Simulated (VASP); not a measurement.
Set up this calculation in VASP 6.6.1, as the native input.

```
Task                   : single point
Functional             : PBE
Potentials or basis    : VASP PAW PBE potentials, release 64 (B, P)
Cutoff                 : 520 eV
k mesh                 : 8 × 8 × 8
Occupations            : gaussian, width 0.01 eV
Spin                   : no spin polarisation
Dipole correction      : no
Further INCAR settings : ALGO = Normal; EDIFF = 1e-07; NBANDS = 11
```

The structure of BP lies in POSCAR:

```
BP
1.0
    0.0000000000      2.2512182363      2.2512182363
    2.2512182363      0.0000000000      2.2512182363
    2.2512182363      2.2512182363      0.0000000000
B P
1 1
Direct
    0.0000000000      0.0000000000      0.0000000000
    0.2500000000      0.2500000000      0.2500000000
```

This cell differs from its parent crystal: volume changed by -3%.

One way to write it, as run:

INCAR

```
SYSTEM = BP
ALGO = Normal
EDIFF = 1E-7
ENCUT = 520
GGA = PE
ISIF = 2
ISMEAR = 0
LASPH = .TRUE.
LCHARG = .FALSE.
LREAL = .FALSE.
LWAVE = .FALSE.
NBANDS = 11
NELM = 100
PREC = Accurate
SIGMA = 0.01
```

KPOINTS

```
k-points
0
G
  8 8 8
  0 0 0
```

Potentials or basis: VASP PAW PBE potentials, release 64 (B, P).

Command:

```sh
$ cat potpaw_PBE.64/B/POTCAR potpaw_PBE.64/P/POTCAR > POTCAR
$ mpirun -np 1 vasp_std > vasp.out
```

Results of the run:

* Pressure: 5.0 GPa
* Band gap on the k mesh: 1.24 eV, indirect (least direct gap 3.44 eV)

Run time: 5.5 s on 1 thread of Intel(R) Xeon(R) Platinum 8259CL CPU @ 2.50GHz (Skylake/Cascade Lake), with other jobs on the host, peak memory 0.13 GiB.
